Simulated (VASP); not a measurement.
Set up this calculation in VASP 6.6.1, as the native input.

```
Task                   : single point
Functional             : PBE
Potentials or basis    : VASP PAW PBE potentials, release 64 (Ta_pv, O)
Cutoff                 : 520 eV
k mesh                 : 10 × 10 × 7
Occupations            : fermi-dirac, width 0.05 eV
Spin                   : no spin polarisation
Dipole correction      : no
Further INCAR settings : ALGO = Normal; EDIFF = 1e-07; NBANDS = 16
```

The structure of TaO lies in POSCAR:

```
TaO
1.0
    2.8169740228      0.0000026522      0.0000000000
   -1.4084893083      2.4395697395      0.0000000000
    0.0000000000      0.0000000000      3.7828396276
Ta O
1 1
Direct
    0.0000000000      0.0000000000      0.5000000000
    0.0000000000      0.0000000000      0.0000000000
```

One way to write it, as run:

INCAR

```
SYSTEM = TaO
ALGO = Normal
EDIFF = 1E-7
ENCUT = 520
GGA = PE
ISIF = 2
ISMEAR = -1
LASPH = .TRUE.
LCHARG = .FALSE.
LREAL = .FALSE.
LWAVE = .FALSE.
NBANDS = 16
NELM = 60
PREC = Accurate
SIGMA = 0.05
```

KPOINTS

```
k-points
0
G
  10 10 7
  0 0 0
```

Potentials or basis: VASP PAW PBE potentials, release 64 (Ta_pv, O).

Run with:

```sh
$ cat potpaw_PBE.64/Ta_pv/POTCAR potpaw_PBE.64/O/POTCAR > POTCAR
$ mpirun -np 1 vasp_std > vasp.out
```

Results of the run:

* Pressure: 30.9 GPa
* Band gap on the k mesh: zero (an odd number of electrons rules out a gap without spin polarisation)

Caveat: the cell stands under pressure; spin-orbit coupling is left out, which moves the levels of the heavy elements; an odd number of electrons without spin polarisation forces a metal; a magnetic or distorted state may lie lower.

It took 18 s on 1 thread of Intel Xeon 8259CL (shared host), peak memory 0.16 GiB.
